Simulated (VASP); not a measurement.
Wanted: the native input for a VASP 6.6.1 run.

```
Task                   : single point
Functional             : PBEsol
Dispersion             : D3(BJ)
Potentials or basis    : VASP PAW PBE potentials, release 64 (Te)
Cutoff                 : 520 eV
k mesh                 : 9 × 9 × 9
Occupations            : fermi-dirac, width 0.05 eV
Spin                   : no spin polarisation
Dipole correction      : no
Further INCAR settings : ALGO = Normal; EDIFF = 1e-07; NBANDS = 9
```

The structure of Te lies in POSCAR:

```
Te
1.0
    2.3021488417      1.3291462534      1.6218284573
   -2.3021488417      1.3291462534      1.6218284573
    0.0000000000     -2.6582925069      1.6218284573
Te
1
Direct
    0.5000000000      0.5000000000      0.5000000000
```

One way to write it, as run:

INCAR

```
ALGO = Normal
EDIFF = 1E-7
ENCUT = 520
GGA = PS
ISIF = 2
ISMEAR = -1
IVDW = 12
LASPH = T
LCHARG = T
LELF = T
LREAL = F
LVHAR = T
LWAVE = F
NBANDS = 9
NELM = 80
PREC = Accurate
SIGMA = 0.05
```

KPOINTS

```
k-points
0
Gamma
  9 9 9
```

Potentials or basis: VASP PAW PBE potentials, release 64 (Te).

The run is started by

```console
$ cat potpaw_PBE.64/Te/POTCAR > POTCAR
$ mpirun -np 1 vasp_std > vasp.out
```

It gave:

```yaml
Pressure: -0.2 GPa
Band_gap_on_the_k_mesh: zero (band 3 reaches 10.00 eV, above the bottom of band 4 at 5.02 eV)
Dispersion_energy_per_atom: -0.465 eV
```

Caveat: three body term missing; the PAW data sets were made with another functional, which shifts forces and pressure a little; spin-orbit coupling is left out, which moves the levels of the heavy elements; pairwise dispersion overbinds metals, which lowers pressure and volume.

Run time: 6.7 s on 1 thread of Intel(R) Xeon(R) 6975P-C (Granite Rapids) (shared host), peak memory 0.16 GiB.
